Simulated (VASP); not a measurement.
# Au (I4/mmm) in VASP: further runs, part 2 of 2

VASP 6.6.1.

### 5 Single point, r2SCAN (strain +0.050 along x and y, +0.000 along z)

POSCAR reads:

```
Au
1.0
   -1.7401324500      1.7401324500      1.6572690000
    1.7401324500     -1.7401324500      1.6572690000
    1.7401324500      1.7401324500     -1.6572690000
Au
1
Direct
    0.0000000000      0.0000000000      0.0000000000
```

INCAR.step1 reads:

```
SYSTEM = Au
PREC = Accurate ; ENCUT = 520
ISMEAR = 0 ; SIGMA = 0.15
LREAL = .False. ; LASPH = .True.
NELM = 80 ; NBANDS = 12
GGA = PE ; ALGO = Normal
EDIFF = 1E-4 ; LWAVE = .True.
LCHARG = .False.
```

INCAR.step2 reads:

```
SYSTEM = Au
PREC = Accurate ; ENCUT = 520
EDIFF = 1E-7 ; ISMEAR = 0
SIGMA = 0.15 ; LREAL = .False.
LASPH = .True. ; NELM = 80
ALGO = Normal ; ISIF = 2
LWAVE = .False. ; LCHARG = .False.
METAGGA = R2SCAN ; LMIXTAU = .True.
NBANDS = 12 ; ISTART = 1
```

KPOINTS reads:

```
Automatic mesh
0
Gamma
  20 20 20
  0 0 0
```

Potentials or basis: VASP PAW PBE potentials, release 64 (Au).

Run with:

```console
cat potpaw_PBE.64/Au/POTCAR > POTCAR
cp INCAR.step1 INCAR
mpirun -np 1 vasp_std > vasp.out
cp INCAR.step2 INCAR
mpirun -np 1 vasp_std > vasp.out
```

OUTCAR:

```text
SYSTEM = Au
   PREC = Accurate
   ENCUT = 520
   EDIFF = 1E-7
   ISMEAR = 0
   LREAL = .False.
   LASPH = .True.
   NELM = 80
   ISIF = 2
   METAGGA = R2SCAN
   ISTART = 1

 ion  position               nearest neighbor table
   1  0.000  0.000  0.000-

  LATTYP: Found a body centered tetragonal cell.
 ALAT       =     3.4802649000
 C/A-ratio  =     0.9523809524

  Lattice vectors:

 A1 = (  -1.7401324500,   1.7401324500,   1.6572690000)
 A2 = (   1.7401324500,  -1.7401324500,   1.6572690000)
 A3 = (   1.7401324500,   1.7401324500,  -1.6572690000)
[... 532 lines left out ...]
      5       4.1421      2.00000
      6       4.5594      2.00000
      7      15.4254      0.00000
      8      20.5166      0.00000
      9      21.5703      0.00000
     10      26.3693      0.00000
     11      27.0210      0.00000
     12      30.3656      0.00000

 [... further k-points ...]
[... 5 lines left out ...]
  --------------------------------------------------------------------------------------
  -------------------------------------------------------------------------------------
  Total       -1.6351535     -1.6351535     -1.7027402      0.0000000     -0.0000000      0.0000000
  in kB     -130.5123189   -130.5123189   -135.9068558      0.0000000     -0.0000000      0.0000000
  external PRESSURE =    -132.3104979 kB  Pullay stress =       0.0000000 kB

 VOLUME and BASIS-vectors are now :
 -----------------------------------------------------------------------------
  energy-cutoff  :      520.00
  volume of cell :       20.07
      direct lattice vectors                 reciprocal lattice vectors
    -1.740132450  1.740132450  1.657269000     0.000000000  0.287334450  0.301701172
     1.740132450 -1.740132450  1.657269000     0.287334450  0.000000000  0.301701172
     1.740132450  1.740132450 -1.657269000     0.287334450  0.287334450  0.000000000

 POSITION                                       TOTAL-FORCE (eV/Angst)
 -----------------------------------------------------------------------------------
      0.00000      0.00000      0.00000         0.000000      0.000000      0.000000
 -----------------------------------------------------------------------------------
    total drift:                                0.000000      0.000000      0.000000

  FREE ENERGIE OF THE ION-ELECTRON SYSTEM (eV)
  ---------------------------------------------------
  free  energy   TOTEN  =       -50.4599600836 eV

  energy  without entropy=      -50.4550413414  energy(sigma->0) =      -50.45750071
```

OUTCAR.step1:

```text
SYSTEM = Au
   PREC = Accurate
   ENCUT = 520
   ISMEAR = 0
   LREAL = .False.
   LASPH = .True.
   NELM = 80
[... 578 lines left out ...]
 -----------------------------------------------------------------------------------
      0.00000      0.00000      0.00000         0.000000      0.000000      0.000000
 -----------------------------------------------------------------------------------
    total drift:                               -0.000000      0.000000      0.000000

  FREE ENERGIE OF THE ION-ELECTRON SYSTEM (eV)
  ---------------------------------------------------
  free  energy   TOTEN  =        -3.1238560919 eV

  energy  without entropy=       -3.1187605992  energy(sigma->0) =       -3.12130835
```

OSZICAR.step1:

```text
N       E                     dE             d eps       ncg     rms          rms(c)
DAV:   1     0.487821141306E+02    0.48782E+02   -0.54377E+03 15980   0.799E+02
DAV:   2    -0.268143277844E+01   -0.51464E+02   -0.48203E+02 18108   0.179E+02
DAV:   3    -0.337551072859E+01   -0.69408E+00   -0.69340E+00 18284   0.203E+01
DAV:   4    -0.337797470915E+01   -0.24640E-02   -0.24639E-02 17456   0.140E+00
DAV:   5    -0.337799569509E+01   -0.20986E-04   -0.20986E-04 18068   0.126E-01    0.558E+00
DAV:   6    -0.313382071595E+01    0.24417E+00   -0.80997E-01 16236   0.685E+00    0.397E+00
DAV:   7    -0.312508508564E+01    0.87356E-02   -0.29080E-02 17844   0.134E+00    0.230E+00
DAV:   8    -0.312386456686E+01    0.12205E-02   -0.81598E-04 16732   0.242E-01    0.180E-01
DAV:   9    -0.312385609191E+01    0.84750E-05   -0.71510E-06  9220   0.205E-02
   1 F= -.31238561E+01 E0= -.31213083E+01  d E =-.509549E-02
```

It took 8.3 min on 1 thread of Intel Xeon 8259CL, shared host; peak memory 0.27 GiB.

What came out:

```
Free energy            : -50.4600 eV
Pressure               : -13.2 GPa
Band gap on the k mesh : zero (an odd number of electrons rules out a gap without spin polarisation)
```

Stress tensor (GPa, compression positive):
```
-13.05   0.00   0.00
  0.00 -13.05   0.00
  0.00   0.00 -13.59
```

Levels at points of the mesh, in eV from the Fermi level:
```
           k point  band 3  band 4  band 5  band 6  band 7  band 8  band 9  band 10
(0.00, 0.00, 0.00)   -4.29   -4.29   -3.04   -2.75   16.88   16.88   17.75    21.83
(0.50, 0.00, 0.00)   -2.98   -2.62   -1.67    0.24    2.84   12.53   12.89    19.86
(0.50, 0.50, 0.00)   -3.21   -2.84   -1.72   -0.01    2.47   13.31   13.95    21.23
(0.50, 0.50, 0.50)   -2.00   -2.00   -1.91    5.95    5.95    7.30    8.03    14.49
```

Caveat: the cell differs from its parent crystal (strain +0.050 along x and y, +0.000 along z); the cell stands under tension; the PAW data sets were made with another functional, which shifts forces and pressure a little; spin-orbit coupling is left out, which moves the levels of the heavy elements.

### 6 Summary

| cell | gap on the mesh (eV) | pressure (GPa) |
| --- | --- | --- |
| a = 2.847 Å, angles 110.8, 110.8, 106.7°, 1 atom | none | -1.0 |
| a = 2.895 Å, angles 108.1, 108.1, 112.1°, 1 atom | none | -7.2 |
| a = 2.919 Å, angles 108.8, 108.8, 110.8°, 1 atom | none | -9.6 |
| a = 2.967 Å, angles 108.2, 108.2, 112.1°, 1 atom | none | -13.2 |

Alike in all rows: task single point; level r2SCAN; potentials or basis VASP PAW PBE potentials, release 64 (Au); no spin polarisation; k mesh 20 × 20 × 20; cutoff (eV) 520; smearing gaussian 0.15 eV.

Caveats: the PAW data sets were made with another functional, which shifts forces and pressure a little; spin-orbit coupling is left out, which moves the levels of the heavy elements; the cell stands under tension (at least some runs).

Total energies depend on the potentials used, so only differences within one code and one set of settings carry meaning.
